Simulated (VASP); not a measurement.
# Al2RuCN2 (P-4m2) in VASP: a series of runs

Al2RuCN2 is run at these levels: PBE; tasks: single point, relaxation of cell and atoms.

All numbers are computed with VASP 6.6.1; they aren't measurements. Logs are shortened: lines on timing, memory, paths and dates and some standing lists are left out, and cuts for length are marked.

## Step 1: The cell of the first run

It takes space group P-4m2 (No. 115, tetragonal). The conventional cell has a = 3.073 Å, b = 3.073 Å, c = 8.416 Å, α = 90.00°, β = 90.00°, γ = 90.00°. Within 3.1 Å of Al (site symmetry 2mm) lie 2 Ru at 2.30 Å and 2 C at 2.30 Å and 4 N at 2.45 Å and 4 Al at 3.07 Å. Within 2.9 Å of Ru (site symmetry -4m2) lie 4 C at 2.17 Å and 4 Al at 2.30 Å. C (site symmetry -4m2) has 4 Ru at 2.17 Å and 4 Al at 2.30 Å within 2.9 Å. Within 3.3 Å of N (site symmetry 2mm) lie 4 Al at 2.45 Å and 4 N at 3.07 Å and 2 Ru at 3.24 Å and 2 C at 3.24 Å.

The cell was generated, and may not be a known phase.

## Step 2: Single point, PBE, collinear spin, ferromagnetic start

The input, INCAR:

```
ALGO = Normal
EDIFF = 1E-7
ENCUT = 520
GGA = PE
ISIF = 2
ISMEAR = 0
ISPIN = 2
LASPH = True
LCHARG = False
LMAXMIX = 4
LORBIT = 11
LREAL = False
LWAVE = False
MAGMOM = 0 0 1 0 0 0
NBANDS = 30
NELM = 150
PREC = Accurate
SIGMA = 0.1
```

The input, KPOINTS:

```
k-points
0
Gamma
  6 6 2
```

The input, POSCAR:

```
Al2RuCN2
1.0
    3.0729315900      0.0000000000      0.0000000000
    0.0000000000      3.0729315900      0.0000000000
    0.0000000000      0.0000000000      8.4158584000
Al Ru C N
2 1 1 2
Direct
    0.5000000000      0.0000000000      0.7961770300
    0.0000000000      0.5000000000      0.2038229700
    0.5000000000      0.5000000000      0.0000000000
    0.0000000000      0.0000000000      0.0000000000
    0.5000000000      0.0000000000      0.3395209900
    0.0000000000      0.5000000000      0.6604790100
```

Potentials or basis: VASP PAW PBE potentials, release 64 (Al, Ru_pv, C, N).

The run is started by

```console
$ cat potpaw_PBE.64/Al/POTCAR potpaw_PBE.64/Ru_pv/POTCAR potpaw_PBE.64/C/POTCAR potpaw_PBE.64/N/POTCAR > POTCAR
$ mpirun -np 1 vasp_std > vasp.out
```

OUTCAR:

```text
EDIFF = 1E-7
   ENCUT = 520
   GGA = PE
   ISIF = 2
   ISMEAR = 0
   ISPIN = 2
   LASPH = True
   LORBIT = 11
   LREAL = False
   NELM = 150
   PREC = Accurate

 ion  position               nearest neighbor table
   1  0.500  0.000  0.796-   3 2.30   4 2.30   3 2.30   4 2.30   6 2.45   6 2.45   6 2.45   6 2.45

   2  0.000  0.500  0.204-   3 2.30   4 2.30   4 2.30   3 2.30   5 2.45   5 2.45   5 2.45   5 2.45

   3  0.500  0.500  0.000-   4 2.17   4 2.17   4 2.17   4 2.17   2 2.30   2 2.30   1 2.30   1 2.30

   4  0.000  0.000  0.000-   3 2.17   3 2.17   3 2.17   3 2.17   2 2.30   1 2.30   1 2.30   2 2.30

   5  0.500  0.000  0.340-   2 2.45   2 2.45   2 2.45   2 2.45
   6  0.000  0.500  0.660-   1 2.45   1 2.45   1 2.45   1 2.45

  LATTYP: Found a simple tetragonal cell.
 ALAT       =     3.0729315900
 C/A-ratio  =     2.7387067214

  Lattice vectors:

 A1 = (   3.0729315900,   0.0000000000,   0.0000000000)
 A2 = (   0.0000000000,   3.0729315900,   0.0000000000)
 A3 = (   0.0000000000,   0.0000000000,   8.4158584000)

Analysis of symmetry for initial positions (statically):
=====================================================================
 Subroutine PRICEL returns:
 Original cell was already a primitive cell.

 Routine SETGRP: Setting up the symmetry group for a
 simple tetragonal supercell.

 Subroutine GETGRP returns: Found  8 space group operations
 (whereof  8 operations were pure point group operations)
 out of a pool of 16 trial point group operations.

The static configuration has the point symmetry D_2d.

Analysis of symmetry for dynamics (positions and initial velocities):
=====================================================================
 Subroutine PRICEL returns:
 Original cell was already a primitive cell.

 Routine SETGRP: Setting up the symmetry group for a
 simple tetragonal supercell.

 Subroutine GETGRP returns: Found  8 space group operations
 (whereof  8 operations were pure point group operations)
 out of a pool of 16 trial point group operations.

The dynamic configuration has the point symmetry D_2d.

Analysis of structural, dynamic, and magnetic symmetry:
=====================================================================
 Subroutine PRICEL returns:
 Original cell was already a primitive cell.

 Routine SETGRP: Setting up the symmetry group for a
 simple tetragonal supercell.

 Subroutine GETGRP returns: Found  8 space group operations
 (whereof  8 operations were pure point group operations)
 out of a pool of 16 trial point group operations.

The overall configuration has the point symmetry D_2d.

 Subroutine INISYM returns: Found  8 space group operations
 (whereof  8 operations are pure point group operations),
 and found     1 'primitive' translations

----------------------------------------------------------------------------------------

                                     Primitive cell

  volume of cell :      79.4702

  direct lattice vectors                    reciprocal lattice vectors
     3.072931590  0.000000000  0.000000000     0.325422148  0.000000000  0.000000000
     0.000000000  3.072931590  0.000000000     0.000000000  0.325422148  0.000000000
     0.000000000  0.000000000  8.415858400     0.000000000  0.000000000  0.118823292

  length of vectors
     3.072931590  3.072931590  8.415858400     0.325422148  0.325422148  0.118823292

  position of ions in fractional coordinates (direct lattice)
     0.500000000  0.000000000  0.796177030
     0.000000000  0.500000000  0.203822970
     0.500000000  0.500000000  0.000000000
     0.000000000  0.000000000  0.000000000
     0.500000000  0.000000000  0.339520990
     0.000000000  0.500000000  0.660479010

  ion indices of the primitive-cell ions
   primitive index   ion index
                 1           1
                 2           2
                 3           3
                 4           4
                 5           5
                 6           6

----------------------------------------------------------------------------------------

 KPOINTS: k-points

Automatic generation of k-mesh.
 Grid dimensions read from file:
 generate k-points for:    6    6    2

 Generating k-lattice:

  Cartesian coordinates                     Fractional coordinates (reciprocal lattice)
     0.054237025  0.000000000  0.000000000     0.166666667  0.000000000  0.000000000
     0.000000000  0.054237025  0.000000000     0.000000000  0.166666667  0.000000000
     0.000000000  0.000000000  0.059411646     0.000000000  0.000000000  0.500000000

  Length of vectors
     0.054237025  0.054237025  0.059411646

  Shift w.r.t. Gamma in fractional coordinates (k-lattice)
     0.000000000  0.000000000  0.000000000

 Subroutine IBZKPT returns following result:
 ===========================================

 Found     20 irreducible k-points:

 Following reciprocal coordinates:
            Coordinates               Weight
  0.000000  0.000000  0.000000      1.000000
  0.166667  0.000000  0.000000      4.000000
  0.333333  0.000000  0.000000      4.000000
  0.500000  0.000000  0.000000      2.000000
  0.166667  0.166667  0.000000      4.000000
  0.333333  0.166667  0.000000      8.000000
[... 12 lines left out ...]
  0.500000  0.333333  0.500000      4.000000
  0.500000  0.500000  0.500000      1.000000
   k-points           NKPTS =     20   k-points in BZ     NKDIM =     20   number of bands    NBANDS=     30
   number of dos      NEDOS =    301   number of ions     NIONS =      6
   total plane-waves  NPLWV =  36864
   dimension x,y,z NGX =    24 NGY =   24 NGZ =   64
   dimension x,y,z NGXF=    48 NGYF=   48 NGZF=  128
   ions per type =               2   1   1   2
   NGX,Y,Z   is equivalent  to a cutoff of  12.98, 12.98, 12.64 a.u.
   NGXF,Y,Z  is equivalent  to a cutoff of  25.97, 25.97, 25.28 a.u.
 SYSTEM =  unknown system
   PREC   = accura    normal or accurate (medium, high low for compatibility)
   ISTART =      0    job   : 0-new  1-cont  2-samecut
   ICHARG =      2    charge: 1-file 2-atom 10-const
   ISPIN  =      2    spin polarized calculation?
   LNONCOLLINEAR =      F non collinear calculations
   LSORBIT =      F    spin-orbit coupling
   LASPH  =      T    aspherical Exc in radial PAW
   ENCUT  =  520.0 eV  38.22 Ry    6.18 a.u.   5.71  5.71 15.65*2*pi/ulx,y,z
   NELM   =    150;   NELMIN=  2; NELMDL= -5     # of ELM steps
   EDIFF  = 0.1E-06   stopping-criterion for ELM
   LREAL  =      F    real-space projection
   EDIFFG = 0.1E-05   stopping-criterion for IOM
   NSW    =      0    number of steps for IOM
   IBRION =     -1    ionic relax: 0-MD 1-quasi-New 2-CG
   NFREE  =      0    steps in history (QN), initial steepest desc. (CG)
   ISIF   =      2    stress and relaxation
   ISYM   =      2    0-nonsym 1-usesym 2-fastsym
   POTIM  = 0.5000    time-step for ionic-motion
   TEBEG  =    0.0;   TEEND  =   0.0 temperature during run
   PSTRESS=    0.0 pullay stress
   NELECT =      34.0000    total number of electrons
   NUPDOWN=      -1.0000    fix difference up-down
   EMIN   =  10.00;   EMAX   =-10.00  energy-range for DOS
   EFERMI =   0.00;   METHOD = LEGACY
   ISMEAR =     0;   SIGMA  =   0.10  broadening in eV -4-tet -1-fermi 0-gaus
   EFERMI_NEDOS =   21; number of points for ismear=-14 and -15
   IALGO  =     38    algorithm
   IMIX   =      4    mixing-type and parameters
     AMIX     =   0.40;   BMIX     =  1.00
     AMIX_MAG =   1.60;   BMIX_MAG =  1.00
  volume/ion in A,a.u.               =      13.25        89.38
  Fermi-wavevector in a.u.,A,eV,Ry     =   1.233577  2.331123 20.704165  1.521713
  Thomas-Fermi vector in A             =   2.368302
   LORBIT       =     11    0 simple, 1 ext, 2 COOP (PROOUT), +10 PAW based schemes
   GGA     = PE    functional components
   LHFCALC =     F    Hartree Fock is set to
   AEXX    =    0.0000 exact exchange contribution
   IVDW    =     0    specifies the selected vdW correction
   LEPSILON=     F    determine dielectric tensor
   LRPA    =     F    only Hartree local field effects (RPA)
 spin polarized calculation
 Gauss-broadening in eV      SIGMA  =   0.10
  energy-cutoff  :      520.00
  volume of cell :       79.47
 maximum number of plane-waves:      2172
 NGX is ok and might be reduce to    24
   NGX = 11   NGY = 11   NGZ = 31

 number of electron      34.0000005 magnetization       0.0004922

 number of electron      34.0000005 magnetization      -0.0002238

 Free energy of the ion-electron system (eV)
  ---------------------------------------------------
  ext. energy  EPLUGINS =         0.00000000
  ---------------------------------------------------
  free energy    TOTEN  =       -34.11719879 eV

  energy without entropy =      -34.08970781  energy(sigma->0) =      -34.10345330

 E-fermi :   5.3527     XC(G=0): -10.5411

 val. band max:        5.3453128980   @ k =   0.0000   0.0000   0.0000
 cond. band min:       5.3585701376   @ k =   0.5000   0.5000   0.0000
 fundamental gap:      0.0132572396
 Fermi energy:         5.3526932283

 spin component 1

 k-point     1 :       0.0000    0.0000    0.0000
  band No.  band energies     occupation
      1     -37.6294      1.00000
      2     -37.6294      1.00000
      3     -37.3651      1.00000
      4      -8.7030      1.00000
      5      -7.6728      1.00000
      6      -7.2987      1.00000
[... 21 lines left out ...]
     28      15.8262      0.00000
     29      16.3686      0.00000

 k-point     2 :       0.1667    0.0000    0.0000
  band No.  band energies     occupation
      1     -37.6742      1.00000
      2     -37.6242      1.00000
      3     -37.3607      1.00000
      4      -8.3465      1.00000
      5      -7.4883      1.00000
      6      -7.0496      1.00000
[... 568 lines left out ...]
 k-point    20 :       0.5000    0.5000    0.5000
  band No.  band energies     occupation
      1     -37.7823      1.00000
      2     -37.7823      1.00000
      3     -37.3314      1.00000
      4      -6.7493      1.00000
      5      -6.2140      1.00000
      6      -6.2140      1.00000
[... 21 lines left out ...]
     28      14.6599      0.00000
     29      16.4307      0.00000
 Fermi energy:         5.3526932283

 spin component 2

 k-point     1 :       0.0000    0.0000    0.0000
  band No.  band energies     occupation
      1     -37.6292      1.00000
      2     -37.6292      1.00000
      3     -37.3650      1.00000
      4      -8.7031      1.00000
      5      -7.6730      1.00000
      6      -7.2989      1.00000
[... 21 lines left out ...]
     28      15.8262      0.00000
     29      16.3686      0.00000

 k-point     2 :       0.1667    0.0000    0.0000
  band No.  band energies     occupation
      1     -37.6740      1.00000
      2     -37.6240      1.00000
      3     -37.3606      1.00000
      4      -8.3465      1.00000
      5      -7.4885      1.00000
      6      -7.0498      1.00000
[... 568 lines left out ...]
 k-point    20 :       0.5000    0.5000    0.5000
  band No.  band energies     occupation
      1     -37.7821      1.00000
      2     -37.7821      1.00000
      3     -37.3313      1.00000
      4      -6.7492      1.00000
      5      -6.2143      1.00000
      6      -6.2143      1.00000
[... 21 lines left out ...]
     28      14.6599      0.00000
     29      16.4307      0.00000
 [bands above 29 left out]

------------------------ aborting loop because EDIFF is reached ----------------------------------------

  FORCE on cell =-STRESS in cart. coord.  units (eV):
  Direction    XX          YY          ZZ          XY          YZ          ZX
  --------------------------------------------------------------------------------------
  -------------------------------------------------------------------------------------
  Total       -6.9955334     -6.9955334      5.7671554      0.0000000      0.0000000      0.0000000
  in kB     -141.0351016   -141.0351016    116.2700955      0.0000000      0.0000000      0.0000000
  external PRESSURE =     -55.2667026 kB  Pullay stress =       0.0000000 kB

 VOLUME and BASIS-vectors are now :
 -----------------------------------------------------------------------------
  energy-cutoff  :      520.00
  volume of cell :       79.47
      direct lattice vectors                 reciprocal lattice vectors
     3.072931590  0.000000000  0.000000000     0.325422148  0.000000000  0.000000000
     0.000000000  3.072931590  0.000000000     0.000000000  0.325422148  0.000000000
     0.000000000  0.000000000  8.415858400     0.000000000  0.000000000  0.118823292

 POSITION                                       TOTAL-FORCE (eV/Angst)
 -----------------------------------------------------------------------------------
      1.53647      0.00000      6.70051         0.000000      0.000000     -6.515266
      0.00000      1.53647      1.71535         0.000000      0.000000      6.515266
      1.53647      1.53647      0.00000         0.000000     -0.000000      0.000000
      0.00000      0.00000      0.00000         0.000000      0.000000      0.000000
      1.53647      0.00000      2.85736         0.000000      0.000000     -2.543324
      0.00000      1.53647      5.55850        -0.000000      0.000000      2.543324
 -----------------------------------------------------------------------------------
    total drift:                                0.000000     -0.000000     -0.000000

  FREE ENERGIE OF THE ION-ELECTRON SYSTEM (eV)
  ---------------------------------------------------
  free  energy   TOTEN  =       -34.1171987912 eV

  energy  without entropy=      -34.0897078062  energy(sigma->0) =      -34.10345330

 total charge

# of ion       s       p       d       tot
------------------------------------------
    1        0.372   0.344   0.000   0.715
    2        0.372   0.344   0.000   0.715
    3        0.384   6.314   6.390  13.087
    4        0.861   1.451   0.000   2.312
    5        1.335   2.037   0.000   3.372
    6        1.335   2.037   0.000   3.372
--------------------------------------------------
tot          4.658  12.527   6.390  23.575

 magnetization (x)

# of ion       s       p       d       tot
------------------------------------------
    1        0.000   0.000   0.000   0.000
    2        0.000   0.000   0.000   0.000
    3        0.000   0.000   0.000   0.000
    4        0.000   0.000   0.000   0.000
    5       -0.000  -0.000   0.000  -0.000
    6       -0.000  -0.000   0.000  -0.000
--------------------------------------------------
tot          0.000  -0.000   0.000  -0.000
```

It took 6.1 min on 1 thread of Oxide Virtual Turin-like, shared host; peak memory 0.23 GiB.

What came out:

* Free energy: -34.1172 eV
* Pressure: -5.5 GPa
* Largest force: 6.515 eV/Å
* Band gap on the k mesh: zero (filled and empty bands overlap)
* Net moment: 0.00 μB per cell
* Valence electrons inside the program's atomic spheres: Al 0.71; Ru 13.09; C 2.31; N 3.37

Forces on the atoms (eV/Å):
```
Al   0.000  0.000 -6.515
Al   0.000  0.000  6.515
Ru   0.000  0.000  0.000
C    0.000  0.000  0.000
N    0.000  0.000 -2.543
N    0.000  0.000  2.543
```

Levels at points of the mesh, in eV from the Fermi level:
Spin up:
```csv
k point,band 13,band 14,band 15,band 16,band 17,band 18,band 19,band 20,band 21,band 22
"(0.00, 0.00, 0.00)",-1.44,-1.44,-0.71,-0.22,-0.01,-0.01,0.17,0.17,2.94,3.28
"(0.50, 0.00, 0.00)",-2.02,-0.89,-0.75,0.13,0.43,0.47,1.13,1.99,4.56,6.28
"(0.50, 0.50, 0.00)",-2.83,-2.79,-1.29,-1.25,-0.22,0.01,0.01,2.30,2.83,2.83
"(0.00, 0.00, 0.50)",-1.43,-1.43,-1.00,0.01,0.01,0.14,0.14,0.15,2.59,3.46
"(0.50, 0.00, 0.50)",-2.02,-1.15,-0.71,-0.04,0.43,0.47,1.21,2.43,4.25,6.28
"(0.50, 0.50, 0.50)",-3.05,-2.54,-1.53,-1.03,-0.22,-0.04,-0.04,2.32,2.91,2.91
```
Spin down:
```csv
k point,band 15,band 16,band 17,band 18,band 19,band 20
"(0.00, 0.00, 0.00)",-0.71,-0.22,-0.01,-0.01,0.17,0.17
"(0.50, 0.00, 0.00)",-0.75,0.13,0.43,0.47,1.13,1.99
"(0.50, 0.50, 0.00)",-1.29,-1.25,-0.22,0.01,0.01,2.30
"(0.00, 0.00, 0.50)",-1.00,0.01,0.01,0.14,0.14,0.15
"(0.50, 0.00, 0.50)",-0.71,-0.04,0.43,0.47,1.21,2.43
"(0.50, 0.50, 0.50)",-1.53,-1.03,-0.22,-0.04,-0.04,2.32
```

Caveat: the k points lie up to 0.37 Å⁻¹ apart, too coarse for converged energies and pressures of a metal; forces of over 1 eV/Å act on the atoms, so gaps and moduli don't describe the material at rest.

(Part 1 of 2 ends here.)
